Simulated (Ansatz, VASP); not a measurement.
One calculation of ScPb2, two programs

```
Sc Pb
1.0
    -1.90093    1.90093    5.63379
     1.90093   -1.90093    5.63379
     1.90093    1.90093   -5.63379
Sc Pb
1 2
Direct
  0.00000 0.00000 0.00000
  0.65500 0.65500 0.00000
  0.34500 0.34500 0.00000
```

Alike in both runs: functional PBE; k mesh 16 × 16 × 16; occupations gaussian, width 0.1 eV; no spin polarisation.

Ansatz relaxed the structure, and its values are those at the end. VASP's run is a single point on that final structure, the one shown.

|  | VASP | Ansatz |
| --- | --- | --- |
| version | VASP 6.6.1 | Ansatz 0.2.0 |
| potentials or method | VASP PAW PBE potentials, release 64 (Sc_sv, Pb_d), cutoff 520 eV | scalar-relativistic, plane waves, PAW |
| valence electrons in the cell | 39 | 39 |

```csv
,VASP,Ansatz,Ansatz less VASP
gap on the k mesh at the Fermi level (eV),none,none,-
pressure (GPa),0.0,0.0,+0.01
rms of the force components (eV/Å),0.003,0.001,-0.0021
```

A gap of «none» marks a metal or a gap that the smearing closes. With one functional, cell and mesh, what is left measures potentials, basis and numerics.

Spin-orbit coupling is off throughout.
